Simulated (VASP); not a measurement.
Wanted: the native input for a VASP 6.6.1 run.

| Property | Result |
| --- | --- |
| Task | single point |
| Functional | PBE |
| Potentials or basis | VASP PAW PBE potentials, release 64 (Bi_d) |
| Cutoff | 520 eV |
| k mesh | 11 × 11 × 11 |
| Occupations | fermi-dirac, width 0.03 eV |
| Spin | no spin polarisation |
| Dipole correction | no |
| Further INCAR settings | ALGO = Normal; EDIFF = 1e-06; NBANDS = 22 |

The structure of Bi lies in POSCAR:

```
Bi
1.0
    2.3519944330      1.4057219714      4.0077797498
   -2.1940049238      1.3375319810      3.9395897595
    0.0199404907     -2.5653239523      3.9146304907
Bi
2
Direct
    0.2338900000      0.2338900000      0.2338900000
    0.7661100000      0.7661100000      0.7661100000
```

This cell differs from its parent crystal: equal xy, yz and zx shear strains of +3 %.

One way to write it, as run:

INCAR

```
SYSTEM = Bi
ALGO = Normal
EDIFF = 1E-6
ENCUT = 520
GGA = PE
ISIF = 2
ISMEAR = -1
LASPH = .TRUE.
LCHARG = .FALSE.
LREAL = .FALSE.
LWAVE = .FALSE.
NBANDS = 22
NELM = 100
PREC = Accurate
SIGMA = 0.03
```

KPOINTS

```
k-points
0
G
  11 11 11
  0 0 0
```

Potentials or basis: VASP PAW PBE potentials, release 64 (Bi_d).

The run is started by

```sh
$ cat potpaw_PBE.64/Bi_d/POTCAR > POTCAR
$ mpirun -np 1 vasp_std > vasp.out
```

Results of the run:

| Property | Result |
| --- | --- |
| Pressure | 1.8 GPa |
| Largest force | 0.280 eV/Å |
| Band gap on the k mesh | zero (bands 15 and 16 overlap by 0.27 eV) |

Caveat: the cell differs from its parent crystal (equal xy, yz and zx shear strains of +3 %); spin-orbit coupling is left out, which moves the levels of the heavy elements.

Run time: 22 min on 1 thread of Oxide Virtual Turin-like Processor (shared host), peak memory 0.79 GiB.
